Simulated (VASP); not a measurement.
Here is a VASP 6.6.1 calculation.

INCAR

```
SYSTEM = CaMg
PREC = Accurate ; ENCUT = 520
EDIFF = 1E-7 ; ISMEAR = 0
SIGMA = 0.15 ; LREAL = .FALSE.
LASPH = .TRUE. ; NELM = 80
ALGO = Normal ; ISIF = 2
LWAVE = .FALSE. ; LCHARG = .FALSE.
GGA = CA ; NBANDS = 13
```

Contents of KPOINTS:

```
regular mesh
0
G
  14 14 14
  0 0 0
```

File POSCAR:

```
CaMg
1.0
    3.7158801270      0.0000000000      0.0000000000
    0.0000000000      3.7158801270      0.0000000000
    0.0000000000      0.0000000000      3.7158801270
Ca Mg
1 1
Direct
    0.0000000000      0.0000000000      0.0000000000
    0.5000000000      0.5000000000      0.5000000000
```

Potentials or basis: VASP PAW LDA potentials, release 64 (Ca_sv, Mg).

The run is started by

```bash
$ cat potpaw_LDA.64/Ca_sv/POTCAR potpaw_LDA.64/Mg/POTCAR > POTCAR
$ mpirun -np 1 vasp_std > vasp.out
```

Task: Predict the band gap on the k mesh.

Result: Zero (bands 6 and 7 overlap by 1.37 eV).

Task: Predict the pressure.

Result: 3.9 GPa.

Caveat: the cell stands under pressure.
